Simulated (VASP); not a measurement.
**SnTe: single point with PBE**

SnTe:

```
Sn Te
1.0
     0.00000    3.18933    3.18933
     3.18933    0.00000    3.18933
     3.18933    3.18933    0.00000
Sn Te
1 1
Direct
  0.00000 0.00000 0.00000
  0.50000 0.50000 0.50000
```

```json
{
  "Program": "VASP 6.6.1",
  "Task": "single point",
  "Functional": "PBE",
  "Potentials or basis": "VASP PAW PBE potentials, release 64 (Sn_d, Te)",
  "Cutoff": "500 eV",
  "k mesh": "6 × 6 × 6",
  "Occupations": "methfessel-paxton, width 0.001 eV",
  "Spin": "no spin polarisation"
}
```

```yaml
Pressure: 0.6 GPa
```

Levels at points of the mesh, in eV from the Fermi level:
```
           k point  band 7  band 8  band 9  band 10  band 11  band 12  band 13  band 14
(0.00, 0.00, 0.00)   -4.85   -2.07   -2.07    -2.07     3.24     3.24     3.24     4.79
(0.50, 0.00, 0.00)   -8.18   -1.74   -1.74     0.00     0.01     0.39     0.39     7.67
(0.50, 0.50, 0.00)   -6.47   -5.35   -3.59    -3.59     2.29     4.72     4.72     6.10
```

Run time: 65 s on 1 thread of Intel Xeon 8259CL, with other jobs on the host, peak memory 0.2 GiB.

Caveat: spin-orbit coupling is left out, which moves the levels of the heavy elements.
